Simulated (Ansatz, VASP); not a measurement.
# One calculation of GaN, two programs

```
Ga N
1.0
     0.00000    2.24086    2.24086
     2.24086    0.00000    2.24086
     2.24086    2.24086    0.00000
Ga N
1 1
Direct
  0.00000 0.00000 0.00000
  0.75000 0.75000 0.75000
```

Alike in both runs: task single point; functional r2SCAN; k mesh 10 × 10 × 10; occupations gaussian, width 0.02 eV; no spin polarisation.

|  | VASP | Ansatz |
| --- | --- | --- |
| version | VASP 6.6.1 | Ansatz 0.2.0 |
| potentials or method | VASP PAW PBE potentials, release 64 (Ga_d, N), cutoff 520 eV | scalar-relativistic, plane waves, PAW |
| valence electrons in the cell | 18 | 18 |

Ansatz gave:

- gap on the k mesh at the Fermi level (eV): 2.24
- least direct gap on the mesh (eV): 2.24
- pressure (GPa): 2.2

Q: Estimate VASP's values.

A: gap on the k mesh at the Fermi level (eV): 2.23; least direct gap on the mesh (eV): 2.23; pressure (GPa): 3.3.

VASP's potentials were made for PBE, not for r2SCAN. With one functional, cell and mesh, what is left measures potentials, basis and numerics.
